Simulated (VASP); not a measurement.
# Pr (Im-3m) in VASP: a series of runs, part 2 of 2

VASP 6.6.1. The steps go on from the part before.

**4. Single point, PBEsol, collinear spin, ferromagnetic start**

Contents of INCAR:

```
PREC = Accurate ; ENCUT = 520
EDIFF = 1E-6 ; ISMEAR = -1
SIGMA = 0.05 ; LREAL = F
LASPH = T ; NELM = 150
ALGO = Fast ; ISIF = 2
LWAVE = F ; LCHARG = F
ISPIN = 2 ; MAGMOM = -1.5
LORBIT = 11 ; LMAXMIX = 6
GGA = PS ; NBANDS = 16
```

Contents of KPOINTS:

```
Automatic mesh
0
Gamma
  9 9 9
```

Contents of POSCAR:

```
Pr
1.0
   -2.0973721543      2.0973721543      2.0973721543
    2.0973721543     -2.0973721543      2.0973721543
    2.0973721543      2.0973721543     -2.0973721543
Pr
1
Direct
    0.0000000000      0.0000000000      0.0000000000
```

Potentials or basis: VASP PAW PBE potentials, release 64 (Pr).

On the command line:

```console
$ cat potpaw_PBE.64/Pr/POTCAR > POTCAR
$ mpirun -np 1 vasp_std > vasp.out
```

OUTCAR:

```text
PREC = Accurate
   ENCUT = 520
   EDIFF = 1E-6
   ISMEAR = -1
   LREAL = F
   LASPH = T
   NELM = 150
   ISIF = 2
   ISPIN = 2
   LORBIT = 11
   GGA = PS

 ion  position               nearest neighbor table
   1  0.000  0.000  0.000-

  LATTYP: Found a body centered cubic cell.
 ALAT       =     4.1947443086

  Lattice vectors:

 A1 = (  -2.0973721543,   2.0973721543,   2.0973721543)
 A2 = (   2.0973721543,  -2.0973721543,   2.0973721543)
 A3 = (   2.0973721543,   2.0973721543,  -2.0973721543)

Analysis of symmetry for initial positions (statically):
=====================================================================
 Subroutine PRICEL returns:
 Original cell was already a primitive cell.

 Routine SETGRP: Setting up the symmetry group for a
 body centered cubic supercell.

 Subroutine GETGRP returns: Found 48 space group operations
 (whereof 48 operations were pure point group operations)
 out of a pool of 48 trial point group operations.

The static configuration has the point symmetry O_h .

Analysis of symmetry for dynamics (positions and initial velocities):
[... 640 lines left out ...]
 k-point     1 :       0.0000    0.0000    0.0000
  band No.  band energies     occupation
      1     -30.7967      1.00000
      2     -12.2435      1.00000
      3     -12.2435      1.00000
      4     -12.2435      1.00000
      5       1.4859      1.00000
      6       5.1978      0.93887
[... 435 lines left out ...]
      5       4.0663      1.00000
      6       5.0333      0.99758
[... 8 lines left out ...]
     15       8.2858      0.00000
     16      10.4629      0.00000

 [... further k-points ...]

------------------------ aborting loop because EDIFF is reached ----------------------------------------

  FORCE on cell =-STRESS in cart. coord.  units (eV):
  Direction    XX          YY          ZZ          XY          YZ          ZX
  --------------------------------------------------------------------------------------
  -------------------------------------------------------------------------------------
  Total       -1.3683722     -1.3683722     -1.3683722     -0.0000000     -0.0000000      0.0000000
  in kB      -59.4057317    -59.4057317    -59.4057317     -0.0000000     -0.0000000      0.0000000
  external PRESSURE =     -59.4057317 kB  Pullay stress =       0.0000000 kB

 VOLUME and BASIS-vectors are now :
 -----------------------------------------------------------------------------
  energy-cutoff  :      520.00
  volume of cell :       36.91
      direct lattice vectors                 reciprocal lattice vectors
    -2.097372154  2.097372154  2.097372154     0.000000000  0.238393553  0.238393553
     2.097372154 -2.097372154  2.097372154     0.238393553  0.000000000  0.238393553
     2.097372154  2.097372154 -2.097372154     0.238393553  0.238393553  0.000000000

 POSITION                                       TOTAL-FORCE (eV/Angst)
 -----------------------------------------------------------------------------------
      0.00000      0.00000      0.00000         0.000000     -0.000000     -0.000000
 -----------------------------------------------------------------------------------
    total drift:                                0.000000     -0.000000     -0.000000

  FREE ENERGIE OF THE ION-ELECTRON SYSTEM (eV)
  ---------------------------------------------------
  free  energy   TOTEN  =        -5.7228129618 eV

  energy  without entropy=       -5.6311653748  energy(sigma->0) =       -5.67698917

 total charge

# of ion       s       p       d       f       tot
--------------------------------------------------
    1        1.986   5.264   0.548   2.162   9.959

 magnetization (x)

# of ion       s       p       d       f       tot
--------------------------------------------------
    1        0.007   0.017  -0.210  -2.127  -2.313
```

stdout:

```text
POSCAR found type information on POSCAR Pr
 POSCAR found :  1 types and       1 ions
 scaLAPACK will be used
 -----------------------------------------------------------------------------
|                                                                             |
|                                                                             |
|     You enforced a specific xc type in the INCAR file but a different       |
|     I HOPE YOU KNOW WHAT YOU ARE DOING!                                     |
|                                                                             |
 -----------------------------------------------------------------------------

 LDA part: xc-table for (Slater+PW92), standard interpolation
 POSCAR, INCAR and KPOINTS ok, starting setup
 FFT: planning ... GRIDC
 FFT: planning ... GRID_SOFT
 FFT: planning ... GRID
 WAVECAR not read
 entering main loop
WARNING in EDDRMM: call to ZHEGV failed, returncode =   8  4     16
WARNING in EDDRMM: call to ZHEGV failed, returncode =   8  4      6
WARNING in EDDRMM: call to ZHEGV failed, returncode =   8  4      5
```

It took 88 s on 1 thread of Intel Xeon Platinum 8488C (Sapphire Rapids), shared host; peak memory 0.19 GiB.

Results:

| Quantity | Value |
| --- | --- |
| Free energy | -5.7228 eV |
| Pressure | -5.9 GPa |
| Band gap on the k mesh | zero (filled and empty bands overlap) |
| Net moment | -3.02 μB per cell |
| Site moments | Pr -2.31 μB |
| Valence electrons inside the program's atomic spheres | Pr 9.96 |

Levels at points of the mesh, in eV from the Fermi level:
Spin up:
| k point | band 3 | band 4 | band 5 | band 6 | band 7 | band 8 |
| --- | --- | --- | --- | --- | --- | --- |
| (0.00, 0.00, 0.00) | -16.58 | -16.58 | -3.02 | 1.37 | 1.37 | 1.37 |
Spin down:
| k point | band 6 | band 7 | band 8 | band 9 | band 10 | band 11 |
| --- | --- | --- | --- | --- | --- | --- |
| (0.00, 0.00, 0.00) | -0.14 | -0.14 | -0.14 | 0.25 | 0.25 | 0.25 |

Caveat: the magnetic or orbital state may not be the lowest; the PAW data sets were made with another functional, which shifts forces and pressure a little; spin-orbit coupling is left out, which moves the levels of the heavy elements. The state reached can hang on the start; a lower one may exist.

**5. Single point, PBEsol, collinear spin, ferromagnetic start**

Contents of INCAR:

```
  ALGO = Fast
  EDIFF = 1E-7
  ENCUT = 520
  GGA = PS
  ISIF = 2
  ISMEAR = -1
  ISPIN = 2
  LASPH = T
  LCHARG = F
  LMAXMIX = 6
  LORBIT = 11
  LREAL = F
  LWAVE = F
  MAGMOM = 3.5
  NBANDS = 16
  NELM = 150
  PREC = Accurate
  SIGMA = 0.05
```

Contents of KPOINTS:

```
k-points
0
Gamma
  9 9 9
```

POSCAR is that of step 4.

Potentials or basis: VASP PAW PBE potentials, release 64 (Pr).

On the command line:

```console
$ cat potpaw_PBE.64/Pr/POTCAR > POTCAR
$ mpirun -np 1 vasp_std > vasp.out
```

OUTCAR:

```text
EDIFF = 1E-7
   ENCUT = 520
   GGA = PS
   ISIF = 2
   ISMEAR = -1
   ISPIN = 2
   LASPH = T
   LORBIT = 11
   LREAL = F
   NELM = 150
   PREC = Accurate

 ion  position               nearest neighbor table
   1  0.000  0.000  0.000-

  LATTYP: Found a body centered cubic cell.
 ALAT       =     4.1947443086

  Lattice vectors:

 A1 = (  -2.0973721543,   2.0973721543,   2.0973721543)
 A2 = (   2.0973721543,  -2.0973721543,   2.0973721543)
 A3 = (   2.0973721543,   2.0973721543,  -2.0973721543)

Analysis of symmetry for initial positions (statically):
=====================================================================
[... 1117 lines left out ...]
  Total       -1.0128211     -1.0128211     -1.0128211      0.0000000      0.0000000      0.0000000
  in kB      -43.9700370    -43.9700370    -43.9700370      0.0000000      0.0000000      0.0000000
  external PRESSURE =     -43.9700370 kB  Pullay stress =       0.0000000 kB

 VOLUME and BASIS-vectors are now :
 -----------------------------------------------------------------------------
  energy-cutoff  :      520.00
  volume of cell :       36.91
      direct lattice vectors                 reciprocal lattice vectors
    -2.097372154  2.097372154  2.097372154     0.000000000  0.238393553  0.238393553
     2.097372154 -2.097372154  2.097372154     0.238393553  0.000000000  0.238393553
     2.097372154  2.097372154 -2.097372154     0.238393553  0.238393553  0.000000000

 POSITION                                       TOTAL-FORCE (eV/Angst)
 -----------------------------------------------------------------------------------
      0.00000      0.00000      0.00000         0.000000      0.000000      0.000000
 -----------------------------------------------------------------------------------
    total drift:                                0.000000      0.000000     -0.000000

  FREE ENERGIE OF THE ION-ELECTRON SYSTEM (eV)
  ---------------------------------------------------
  free  energy   TOTEN  =        -5.7784021960 eV

  energy  without entropy=       -5.7366630808  energy(sigma->0) =       -5.75753264

 total charge

# of ion       s       p       d       f       tot
--------------------------------------------------
    1        1.989   5.268   0.538   2.168   9.964

 magnetization (x)

# of ion       s       p       d       f       tot
--------------------------------------------------
    1       -0.009  -0.020   0.151   2.128   2.249
```

OSZICAR:

```text
N       E                     dE             d eps       ncg     rms          rms(c)
DAV:   1     0.942434541565E+02    0.94243E+02   -0.49227E+03  2456   0.154E+03
DAV:   2     0.209259138176E+01   -0.92151E+02   -0.84093E+02  3312   0.221E+02
[... 43 lines left out ...]
RMM:  46    -0.577840153819E+01   -0.40875E-06   -0.28088E-06  1962   0.521E-03    0.362E-02
RMM:  47    -0.577840170171E+01   -0.16352E-06   -0.18190E-06  1899   0.500E-03    0.358E-02
RMM:  48    -0.577840192867E+01   -0.22696E-06   -0.21610E-06  1868   0.476E-03    0.351E-02
RMM:  49    -0.577840204227E+01   -0.11360E-06   -0.13844E-06  2069   0.634E-03    0.253E-02
RMM:  50    -0.577840220329E+01   -0.16102E-06   -0.18082E-06  1975   0.634E-03    0.217E-02
RMM:  51    -0.577840219604E+01    0.72464E-08   -0.94139E-07  1871   0.571E-03
   1 F= -.57784022E+01 E0= -.57575326E+01  d E =-.417391E-01  mag=     2.8040
```

Wall time 1.9 min (1 thread of Intel Xeon Platinum 8488C (Sapphire Rapids), shared host); peak memory 0.2 GiB.

Results:

```
Free energy                                           : -5.7784 eV
Pressure                                              : -4.4 GPa
Net moment                                            : 2.80 μB per cell
Site moments                                          : Pr +2.25 μB
Valence electrons inside the program's atomic spheres : Pr 9.96
```

Caveat: the magnetic or orbital state may not be the lowest; the PAW data sets were made with another functional, which shifts forces and pressure a little; spin-orbit coupling is left out, which moves the levels of the heavy elements. The state reached can hang on the start; a lower one may exist.

**6. Single point, PBE, collinear spin, ferromagnetic start**

Contents of INCAR:

```
PREC = Accurate
ENCUT = 520
EDIFF = 1E-7
ISMEAR = -1
SIGMA = 0.05
LREAL = False
LASPH = True
NELM = 150
ALGO = Normal
ISIF = 2
LWAVE = False
LCHARG = True
ISPIN = 2
MAGMOM = 3.5
LORBIT = 11
LMAXMIX = 6
GGA = PE
LELF = True
LVHAR = True
NBANDS = 16
```

Contents of KPOINTS:

```
Automatic mesh
0
Gamma
  9 9 9
```

POSCAR is that of step 5.

Potentials or basis: VASP PAW PBE potentials, release 64 (Pr).

On the command line:

```console
$ cat potpaw_PBE.64/Pr/POTCAR > POTCAR
$ mpirun -np 1 vasp_std > vasp.out
```

Run time: 70 s. Hardware: 1 thread of AMD EPYC 7R43 (Zen 3), shared host; peak memory 0.16 GiB.

It converged, with:

| Property | Result |
| --- | --- |
| Free energy | -5.4889 eV |
| Pressure | -1.5 GPa |
| Net moment | 2.80 μB per cell |
| Site moments | Pr +2.26 μB |
| Valence electrons inside the program's atomic spheres | Pr 10.02 |

Levels at points of the mesh, in eV from the Fermi level:
Spin up:
```
           k point  band 4  band 5  band 6  band 7  band 8  band 9  band 10  band 11  band 12  band 13
(0.00, 0.00, 0.00)  -17.58   -3.85   -0.40   -0.40   -0.40    0.67     0.67     0.67     1.07     1.44
```
Spin down:
| k point | band 3 | band 4 | band 5 | band 6 | band 7 | band 8 |
| --- | --- | --- | --- | --- | --- | --- |
| (0.00, 0.00, 0.00) | -16.69 | -16.69 | -3.23 | 1.76 | 1.76 | 1.76 |

Caveat: the magnetic or orbital state may not be the lowest; spin-orbit coupling is left out, which moves the levels of the heavy elements. The state reached can hang on the start; a lower one may exist.

**7. Single point, PBEsol, non-collinear spin, typed start, spin-orbit coupling**

Contents of INCAR:

```
SYSTEM = Pr
PREC = Accurate
ENCUT = 520
EDIFF = 1E-6
ISMEAR = 1
SIGMA = 0.05
LREAL = .False.
LASPH = .True.
NELM = 150
ALGO = Fast
ISIF = 2
LWAVE = .False.
LCHARG = .True.
LNONCOLLINEAR = .True.
MAGMOM = 0 0 2
LORBIT = 11
LSORBIT = .True.
GGA_COMPAT = .False.
LORBMOM = .True.
LMAXMIX = 6
GGA = PS
LVHAR = .True.
NBANDS = 24
```

Contents of KPOINTS:

```
regular mesh
0
Gamma
  8 8 8
  0 0 0
```

POSCAR is that of step 6.

On the command line:

```console
$ cat potpaw_PBE.64/Pr/POTCAR > POTCAR
$ mpirun -np 1 vasp_ncl > vasp.out
```

Run time: 15 min. Hardware: 1 thread of Intel Xeon Platinum 8259CL at 2.50GHz (Skylake/Cascade Lake), shared host; peak memory 0.34 GiB.

Results (log left out):

```yaml
Free_energy: -6.1503 eV
Pressure: -4.2 GPa
Net_moment: 2.82 μB per cell
Valence_electrons_inside_the_program's_atomic_spheres: Pr 9.98
```

Moments on the atoms (μB; x, y, z):
```
Pr  0.00 0.00 2.24
```

Caveat: the magnetic or orbital state may not be the lowest; the PAW data sets were made with another functional, which shifts forces and pressure a little. The state reached can hang on the start; a lower one may exist.

**8. Summary**

| level | spin | k mesh | smearing | gap on the mesh (eV) | pressure (GPa) | moment (μB) |
| --- | --- | --- | --- | --- | --- | --- |
| LDA | collinear, ferromagnetic start | 9 × 9 × 9 | gaussian 0.02 eV | none | -7.1 | 2.82 |
| PBEsol | collinear, ferromagnetic start | 9 × 9 × 9 | fermi-dirac 0.05 eV | none | -4.4 | 2.80 |
| PBE | collinear, ferromagnetic start | 9 × 9 × 9 | fermi-dirac 0.05 eV | none | -1.5 | 2.80 |
| PBEsol | non-collinear, typed start, SOC | 8 × 8 × 8 | methfessel-paxton 0.05 eV | - | -4.2 | 2.82 |

Alike in all rows: task single point; potentials or basis VASP PAW PBE potentials, release 64 (Pr); cell a = 3.633 Å, angles 109.5°, 1 atom; cutoff (eV) 520.

Caveats: the magnetic or orbital state may not be the lowest; the PAW data sets were made with another functional, which shifts forces and pressure a little (some runs); spin-orbit coupling is left out, which moves the levels of the heavy elements (some runs).

Absolute energies hang on the potentials; compare differences alone.
